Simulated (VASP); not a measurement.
# K7Mg7InF24 (a cell with a defect) in VASP: settings compared

The runs below take K7Mg7InF24 (a cell with a defect) through single point, with PBEsol+D4, PBEsol, PBE.

Program: VASP 6.6.1. These are calculated values, not measurements. Logs are shortened: lines on timing, memory, paths and dates and some standing lists are left out, and cuts for length are marked.

## 1. The cell of the first run

The cell holds a defect, 39 atoms: a = 7.983 Å, b = 7.983 Å, c = 7.983 Å, α = 90.00°, β = 90.00°, γ = 90.00°.

## 2. Single point, PBEsol+D4

INCAR reads:

```
SYSTEM = K7Mg7InF24
ALGO = Normal
EDIFF = 1E-6
ENCUT = 520
GGA = PS
ISIF = 2
ISMEAR = -1
ISYM = 0
IVDW = 13
LASPH = .True.
LCHARG = .False.
LREAL = Auto
LWAVE = .False.
NBANDS = 154
NELM = 80
PREC = Accurate
SIGMA = 0.05
```

KPOINTS reads:

```
Automatic mesh
0
Gamma
  1 1 1
  0.25 0.25 0.25
```

POSCAR reads:

```
K7Mg7InF24
1.0
    7.9825440000      0.0000000000      0.0000000000
    0.0000000000      7.9825440000      0.0000000000
    0.0000000000      0.0000000000      7.9825440000
K In Mg F
7 1 7 24
Direct
    0.9947560000      0.9913550000      0.5023740000
    0.0024340000      0.4931150000      0.0086030000
    0.9876830000      0.5032560000      0.4983010000
    0.5060270000      0.9995450000      0.0007370000
    0.5058660000      0.9993790000      0.5018450000
    0.5055770000      0.5031130000      0.0043640000
    0.5102020000      0.4960690000      0.5003320000
    0.2542760000      0.2547080000      0.2534440000
    0.2486180000      0.2454190000      0.7472710000
    0.2525180000      0.7418160000      0.2496830000
    0.2597440000      0.7467420000      0.7475990000
    0.7483780000      0.2509550000      0.2617250000
    0.7483680000      0.2517730000      0.7421240000
    0.7521550000      0.7442520000      0.2541690000
    0.7497610000      0.7459540000      0.7532500000
    0.2444990000      0.2537720000      0.9967820000
    0.2548660000      0.2515770000      0.4997090000
    0.2525400000      0.7492430000      0.9963080000
    0.2531060000      0.7455340000      0.5038040000
    0.7596230000      0.2543050000      0.9995480000
    0.7533160000      0.2571950000      0.5002380000
    0.7501110000      0.7604190000      0.0028640000
    0.7436340000      0.7485710000      0.5032980000
    0.9936330000      0.2553780000      0.2589480000
    0.0098070000      0.2536820000      0.7540680000
    0.0022200000      0.7579670000      0.2551590000
    0.0039000000      0.7507060000      0.7561480000
    0.4887830000      0.2541890000      0.2472570000
    0.5085810000      0.2598300000      0.7448200000
    0.5045090000      0.7535580000      0.2453580000
    0.5062690000      0.7438790000      0.7470550000
    0.2581910000      0.9996100000      0.2445740000
    0.2473570000      0.0007440000      0.7454740000
    0.2460900000      0.4996490000      0.2557280000
    0.2457320000      0.5051430000      0.7458190000
    0.7479770000      0.9993200000      0.2477980000
    0.7424050000      0.0032370000      0.7482870000
    0.7432620000      0.5022620000      0.2498300000
    0.7400980000      0.5046140000      0.7451980000
```

Potentials or basis: VASP PAW PBE potentials, release 64 (K_sv, In_d, Mg, F).

Run with:

```
$ cat potpaw_PBE.64/K_sv/POTCAR potpaw_PBE.64/In_d/POTCAR potpaw_PBE.64/Mg/POTCAR potpaw_PBE.64/F/POTCAR > POTCAR
$ mpirun -np 1 vasp_std > vasp.out
```

OUTCAR:

```text
SYSTEM = K7Mg7InF24
   EDIFF = 1E-6
   ENCUT = 520
   GGA = PS
   ISIF = 2
   ISMEAR = -1
   ISYM = 0
   IVDW = 13
   LASPH = .True.
   LREAL = Auto
   NELM = 80
   PREC = Accurate

 ion  position               nearest neighbor table
   1  0.995  0.991  0.502-  26 2.71  23 2.79  27 2.79  33 2.80  37 2.81  36 2.83  19 2.85  14 3.40
                            15 3.42  13 3.44  12 3.44   9 3.47  11 3.48  10 3.50   8 3.56
   2  0.002  0.493  0.009-  16 2.72  20 2.72  24 2.76  34 2.77  25 2.79  38 2.83   8 3.39  10 3.41
                            14 3.44  12 3.45   9 3.48  15 3.51  13 3.51  11 3.56
   3  0.988  0.503  0.498-  21 2.71  24 2.75  23 2.76  38 2.78  39 2.79  26 2.81  34 2.83  35 2.85
                            27 2.86  25 2.86  14 3.32  12 3.36  13 3.39  15 3.39  10 3.47   8 3.51
   4  0.506  1.000  0.001-  22 2.73  36 2.76  37 2.76  30 2.77  32 2.78  28 2.83  18 2.84  15 3.43
                            11 3.47  13 3.47  14 3.48  12 3.48   9 3.49   8 3.50  10 3.50
   5  0.506  0.999  0.502-  37 2.73  23 2.76  36 2.80  31 2.83  33 2.84  30 2.84  17 2.84  29 2.84
                            32 2.85  21 2.85  12 3.38  13 3.39  11 3.43  15 3.45   9 3.45  14 3.45
   6  0.506  0.503  0.004-  38 2.73  30 2.77  28 2.78  39 2.79  31 2.81  18 2.82  22 2.83  20 2.84
                            29 2.84  10 3.40  14 3.40  15 3.40  11 3.44   8 3.45  12 3.47  13 3.49
   7  0.510  0.496  0.500-  39 2.68  29 2.71  21 2.72  38 2.73  23 2.75  31 2.79  28 2.80  17 2.82
                            12 3.33  13 3.34  14 3.39  15 3.42   8 3.43  11 3.45  10 3.48   9 3.50
   8  0.254  0.255  0.253-  28 1.87  34 1.96  17 1.97  32 2.04  16 2.05  24 2.08   2 3.39   7 3.43
                             6 3.45   5 3.48   4 3.50   3 3.51   1 3.56
   9  0.249  0.245  0.747-  25 1.91  33 1.95  17 1.98  16 1.99  35 2.07  29 2.08   5 3.45   1 3.47
                             2 3.48   4 3.49   7 3.50   3 3.54   6 3.56
  10  0.253  0.742  0.250-  34 1.93  26 2.00  30 2.01  18 2.02  19 2.03  32 2.06   6 3.40   2 3.41
                             3 3.47   7 3.48   1 3.50   4 3.50   5 3.52
  11  0.260  0.747  0.748-  35 1.93  19 1.95  31 1.97  18 1.99  33 2.03  27 2.04   5 3.43   6 3.44
                             7 3.45   4 3.47   1 3.48   3 3.53   2 3.56
  12  0.748  0.251  0.262-  21 1.90  24 1.96  38 2.01  36 2.01  28 2.08  20 2.09   7 3.33   3 3.36
                             5 3.38   1 3.44   2 3.45   6 3.47   4 3.48
  13  0.748  0.252  0.742-  29 1.92  21 1.93  37 1.99  39 2.02  20 2.06  25 2.09   7 3.34   3 3.39
                             5 3.39   1 3.44   4 3.47   6 3.49   2 3.51
  14  0.752  0.744  0.254-  38 1.93  30 1.98  23 1.99  26 2.00  22 2.01  36 2.04   3 3.32   7 3.39
                             6 3.40   1 3.40   2 3.44   5 3.45   4 3.48
  15  0.750  0.746  0.753-  39 1.93  31 1.94  22 2.00  23 2.00  27 2.03  37 2.05   3 3.39   6 3.40
                             1 3.42   7 3.42   4 3.43   5 3.45   2 3.51
  16  0.244  0.254  0.997-   9 1.99   8 2.05   2 2.72
  17  0.255  0.252  0.500-   8 1.97   9 1.98   7 2.82   5 2.84
  18  0.253  0.749  0.996-  11 1.99  10 2.02   6 2.82   4 2.84
  19  0.253  0.746  0.504-  11 1.95  10 2.03   1 2.85
  20  0.760  0.254  1.000-  13 2.06  12 2.09   2 2.72   6 2.84
  21  0.753  0.257  0.500-  12 1.90  13 1.93   3 2.71   7 2.72   5 2.85
  22  0.750  0.760  0.003-  15 2.00  14 2.01   4 2.73   6 2.83
  23  0.744  0.749  0.503-  14 1.99  15 2.00   7 2.75   5 2.76   3 2.76   1 2.79
[... 187 lines left out ...]
     AMIX_MAG =   1.60;   BMIX_MAG =  1.00
  volume/ion in A,a.u.               =      13.04        88.01
  Fermi-wavevector in a.u.,A,eV,Ry     =   1.305590  2.467207 23.192011  1.704565
  Thomas-Fermi vector in A             =   2.436449
   LORBIT       =      0    0 simple, 1 ext, 2 COOP (PROOUT), +10 PAW based schemes
   GGA     = PS    functional components
   LHFCALC =     F    Hartree Fock is set to
   AEXX    =    0.0000 exact exchange contribution
   IVDW    =    13    specifies the selected vdW correction
   LEPSILON=     F    determine dielectric tensor
   LRPA    =     F    only Hartree local field effects (RPA)
 non-spin polarized calculation
  energy-cutoff  :      520.00
  volume of cell :      508.66
 maximum number of plane-waves:     13679
   NGX = 29   NGY = 29   NGZ = 29

 number of electron     258.0000071 magnetization

 Free energy of the ion-electron system (eV)
  ---------------------------------------------------
  ext. energy  EPLUGINS =         0.00000000
  ---------------------------------------------------
  free energy    TOTEN  =      -193.30310545 eV

  energy without entropy =     -193.30310545  energy(sigma->0) =     -193.30310545

 E-fermi :   0.2624     XC(G=0):  -9.7604

 val. band max:       -1.0160178161   @ k =   0.2500  -0.2500   0.2500
 cond. band min:       4.7401505334   @ k =   0.2500   0.2500   0.2500
 fundamental gap:      5.7561683495
 Fermi energy:         0.2624371029

 k-point     1 :       0.2500    0.2500    0.2500
  band No.  band energies     occupation
      1     -27.6013      2.00000
      2     -27.4422      2.00000
      3     -27.4245      2.00000
      4     -27.3960      2.00000
      5     -27.0836      2.00000
      6     -27.0244      2.00000
[... 565 lines left out ...]
    140       8.8185      0.00000
    141       8.8609      0.00000
 [bands above 141 left out]

------------------------ aborting loop because EDIFF is reached ----------------------------------------

  DFT-D4 for vdW energy calculation

  Edisp (eV):   -2.01520

  FORCE on cell =-STRESS in cart. coord.  units (eV):
  Direction    XX          YY          ZZ          XY          YZ          ZX
  --------------------------------------------------------------------------------------
  -------------------------------------------------------------------------------------
  Total       7.71421     5.14192     4.09766    -0.69694    -0.20706    -0.48081
  in kB      24.29844    16.19616    12.90691    -2.19522    -0.65221    -1.51446
  external pressure =       17.80 kB  Pullay stress =        0.00 kB

 VOLUME and BASIS-vectors are now :
 -----------------------------------------------------------------------------
  energy-cutoff  :      520.00
  volume of cell :      508.66
      direct lattice vectors                 reciprocal lattice vectors
     7.982544000  0.000000000  0.000000000     0.125273346  0.000000000  0.000000000
     0.000000000  7.982544000  0.000000000     0.000000000  0.125273346  0.000000000
     0.000000000  0.000000000  7.982544000     0.000000000  0.000000000  0.125273346

 POSITION                                       TOTAL-FORCE (eV/Angst)
 -----------------------------------------------------------------------------------
      7.94068      7.91353      4.01022        -0.025932     -0.172679      0.290443
      0.01943      3.93631      0.06867        -0.292661      0.371555     -0.595358
      7.88422      4.01726      3.97771         0.167274      0.306084      0.509605
      4.03938      7.97891      0.00588         0.252178     -0.234428     -0.262732
      4.03810      7.97759      4.00600         0.081001     -0.387326      0.224720
      4.03579      4.01612      0.03484         0.192743      0.220760     -0.490986
[... 31 lines left out ...]
      5.93312      4.00933      1.99428        -0.004188     -0.554104      0.203012
      5.90786      4.02810      5.94858         0.268996     -0.554534     -0.014311
 -----------------------------------------------------------------------------------
    total drift:                                0.021480      0.005909      0.012791

  FREE ENERGIE OF THE ION-ELECTRON SYSTEM (eV)
  ---------------------------------------------------
  free  energy   TOTEN  =      -195.3183087183 eV

  energy  without entropy=     -195.3183087183  energy(sigma->0) =     -195.31830872
```

OSZICAR:

```text
N       E                     dE             d eps       ncg     rms          rms(c)
DAV:   1     0.266537035096E+04    0.26654E+04   -0.13436E+05  1232   0.168E+03
DAV:   2     0.780173353061E+02   -0.25874E+04   -0.24969E+04  1424   0.464E+02
DAV:   3    -0.192412986162E+03   -0.27043E+03   -0.26820E+03  1348   0.164E+02
DAV:   4    -0.208101971122E+03   -0.15689E+02   -0.15612E+02  1712   0.370E+01
DAV:   5    -0.208988584284E+03   -0.88661E+00   -0.88545E+00  2176   0.792E+00    0.255E+01
DAV:   6    -0.193643299812E+03    0.15345E+02   -0.66692E+01  1896   0.313E+01    0.156E+01
DAV:   7    -0.193490343156E+03    0.15296E+00   -0.33811E+00  1752   0.563E+00    0.756E+00
DAV:   8    -0.193336233658E+03    0.15411E+00   -0.43552E-01  1904   0.306E+00    0.298E+00
DAV:   9    -0.193298917478E+03    0.37316E-01   -0.18537E-01  1952   0.253E+00    0.399E-01
DAV:  10    -0.193304268231E+03   -0.53508E-02   -0.57829E-02  1808   0.806E-01    0.495E-01
DAV:  11    -0.193303694680E+03    0.57355E-03   -0.38118E-03  1968   0.232E-01    0.277E-01
DAV:  12    -0.193303176215E+03    0.51846E-03   -0.20126E-03  1768   0.258E-01    0.113E-01
DAV:  13    -0.193303108324E+03    0.67892E-04   -0.13191E-03  1920   0.194E-01    0.499E-02
DAV:  14    -0.193303115549E+03   -0.72252E-05   -0.27242E-04  1464   0.490E-02    0.467E-02
DAV:  15    -0.193303106362E+03    0.91874E-05   -0.14555E-04  1784   0.443E-02    0.229E-02
DAV:  16    -0.193303105868E+03    0.49357E-06   -0.11061E-05  1520   0.200E-02    0.126E-02
DAV:  17    -0.193303105671E+03    0.19734E-06   -0.27893E-05  1384   0.224E-02    0.685E-03
DAV:  18    -0.193303105450E+03    0.22077E-06   -0.42134E-06  1264   0.832E-03
   1 F= -.19531831E+03 E0= -.19531831E+03  d E =-.230523E-10
```

stdout:

```text
POSCAR found type information on POSCAR K InMgF
 POSCAR found :  4 types and      39 ions
 scaLAPACK will be used
 -----------------------------------------------------------------------------
|                                                                             |
|                                                                             |
|     You enforced a specific xc type in the INCAR file but a different       |
|     I HOPE YOU KNOW WHAT YOU ARE DOING!                                     |
|                                                                             |
 -----------------------------------------------------------------------------

 LDA part: xc-table for (Slater+PW92), standard interpolation
 POSCAR, INCAR and KPOINTS ok, starting setup
 FFT: planning ... GRIDC
 FFT: planning ... GRID_SOFT
 FFT: planning ... GRID
 WAVECAR not read
 entering main loop
```

It took 11 min on 1 thread of Intel Xeon Platinum 8259CL at 2.50GHz (Skylake/Cascade Lake), shared host; peak memory 0.6 GiB.

What came out:

```yaml
Free_energy: -195.3183 eV
Pressure: 1.8 GPa
Largest_force: 5.169 eV/Å
Band_gap_on_the_k_mesh: 5.76 eV
Dispersion_energy_per_atom: -0.052 eV
```

Forces on the atoms (eV/Å):
```
K   -0.026 -0.173  0.290
K   -0.293  0.372 -0.595
K    0.167  0.306  0.510
K    0.252 -0.234 -0.263
K    0.081 -0.387  0.225
K    0.193  0.221 -0.491
K   -0.093  0.472  0.406
In  -4.289 -2.290 -1.756
Mg   0.014  0.134  0.605
Mg  -0.364  1.367 -0.445
Mg  -1.009  0.663  0.690
Mg   0.407 -0.683 -1.712
Mg   1.103 -0.388  1.489
Mg   0.363  1.282 -0.803
Mg   0.872  1.042  0.619
F    0.429  0.275 -0.354
F    0.054  0.007  1.687
F    0.439 -0.445  0.583
F    0.160  0.001 -0.789
F   -0.587  0.360  0.372
F   -0.197 -0.033 -0.160
F   -0.292 -0.672  0.046
F    0.129 -0.084 -0.268
F    0.062  0.213  0.284
F   -0.808  0.292 -0.626
F    0.150 -0.623  0.337
F   -0.264 -0.357 -0.544
F    4.493  0.106  0.062
F   -1.044 -0.117 -0.038
F   -0.530 -0.328  0.262
F   -0.395  0.089  0.008
F    0.140 -0.710  0.391
F    0.620  0.025 -0.342
F    0.055  1.857  0.014
F    0.307 -0.879 -0.056
F   -0.377  0.469  0.656
F   -0.189 -0.039 -0.482
F   -0.004 -0.554  0.203
F    0.269 -0.555 -0.014
```

Stress tensor (GPa, compression positive):
```
 2.43 -0.22 -0.15
-0.22  1.62 -0.07
-0.15 -0.07  1.29
```

Levels at points of the mesh, in eV from the valence-band top:
```tsv
k point	band 127	band 128	band 129	band 130	band 131	band 132
(0.25, 0.25, 0.25)	-0.20	-0.09	0.00	5.76	7.74	8.37
```

Caveat: the PAW data sets were made with another functional, which shifts forces and pressure a little; spin-orbit coupling is left out, which moves the levels of the heavy elements.

[end of part 1 of 2]
